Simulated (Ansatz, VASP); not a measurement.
# Co: VASP beside Ansatz

File INCAR:

```
AGGAC = 1.0
AGGAX = 1.0
ALDAC = 0.0
ALDAX = 1.0
ALGO = Normal
EDIFF = 1E-6
ENCUT = 520
GGA = B5
ISIF = 2
ISMEAR = -1
ISPIN = 2
LASPH = T
LCHARG = T
LELF = T
LMAXMIX = 4
LORBIT = 11
LREAL = F
LVHAR = T
LWAVE = F
MAGMOM = 1.89
NBANDS = 14
NELM = 150
PREC = Accurate
SIGMA = 0.05
```

KPOINTS

```
k-points
0
Gamma
  15 15 15
```

The input POSCAR:

```
Co
1.0
    2.3121288335      0.0000000000      0.0000000000
    0.0000000000      2.3121288335      0.0000000000
    0.0000000000      0.0000000000      2.3121288335
Co
1
Direct
    0.0000000000      0.0000000000      0.0000000000
```

Input for Ansatz:

```yaml
crystal:
  lattice:
    - [2.3121288335, 0.0, 0.0]
    - [0.0, 2.3121288335, 0.0]
    - [0.0, 0.0, 2.3121288335]
  atoms:
    - { symbol: Co, position: [0.0, 0.0, 0.0], spin: 1.89 }
hamiltonian:
  xc: blyp
  pseudopotentials:
    kind: paw
    azcp:
      Co: "pseudopotentials/Co.paw.azcp"
basis:
  ecutwfc: 420
  fft_grid_basis: typed
kpoints:
  mp_grid: { grid: [15, 15, 15], shift: [0, 0, 0] }
magnetization:
  spin_polarized: true
scf:
  occupations: { method: fermi_dirac, width: 0.05 }
  lower_state_search: "off"
output:
  stress: true
```

Alike in both runs: task single point; functional BLYP; k mesh 15 × 15 × 15; occupations fermi-dirac, width 0.05 eV; collinear spin.

```csv
,VASP,Ansatz
version,VASP 6.6.1,Ansatz 0.2.0
potentials or method,"VASP PAW PBE potentials, release 64 (Co), cutoff 520 eV","plane waves (420 eV) with PAW, scalar-relativistic"
valence electrons in the cell,9,17
```

Ansatz gave:

```
pressure (GPa)                                                : 11.5
net moment per atom (μB)                                      : 1.73
size of the moment on the site where the two differ most (μB) : 1.74
```

**Question.** What did VASP give for the same quantities?

**Answer.** Pressure (GPa): 10.9; net moment per atom (μB): 1.71; size of the moment on the site where the two differ most (μB): 1.71.

VASP's potentials were made for PBE, not for BLYP. Site moments also hang on the region over which each program counts them. With one functional, cell and mesh, what is left measures potentials, basis and numerics. VASP's potentials hold 9 valence electrons a cell and Ansatz's 17, so a difference there can come from the potentials and not from the codes.
